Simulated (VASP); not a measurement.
## Al: single point with PBE

Crystal: Al.

```xyz
1
Lattice="-0.1518 2.0240 2.0240 1.8722 0.0000 1.8722 2.0240 2.0240 -0.1518" Properties=species:S:1:pos:R:3 pbc="T T T"
Al    0.0000    0.0000    0.0000
```

This cell differs from its parent crystal: strain -0.1500 x Voigt [0, 0, 0, 0, 1, 0].

```
Program             : VASP 6.6.1
Task                : single point
Functional          : PBE
Potentials or basis : VASP PAW PBE potentials, release 64 (Al)
Cutoff              : 520 eV
k mesh              : 20 × 20 × 20
Occupations         : gaussian, width 0.15 eV
Spin                : no spin polarisation
```

```
Pressure               : 1.8 GPa
Band gap on the k mesh : zero (an odd number of electrons rules out a gap without spin polarisation)
```

Stress tensor (GPa, compression positive):
```
 2.82  0.00  5.98
 0.00 -0.16  0.00
 5.98  0.00  2.82
```

Levels at points of the mesh, in eV from the Fermi level:
```csv
k point,band 1,band 2,band 3,band 4,band 5,band 6
"(0.00, 0.00, 0.00)",-11.13,10.46,11.70,12.08,12.48,15.23
"(0.50, 0.00, 0.00)",-5.25,-4.94,10.98,11.52,13.62,13.87
"(0.00, 0.50, 0.00)",-4.15,-3.40,9.63,9.89,10.44,11.86
"(0.50, 0.50, 0.00)",-2.87,-1.45,5.32,5.71,5.73,9.15
"(0.50, 0.00, 0.50)",-2.94,-1.68,3.15,4.28,8.59,10.43
```

Wall time 100 s on 1 thread of Intel Xeon 8259CL, with other jobs on the host, peak memory 0.23 GiB.

Caveat: the cell differs from its parent crystal (strain -0.1500 x Voigt [0, 0, 0, 0, 1, 0]).
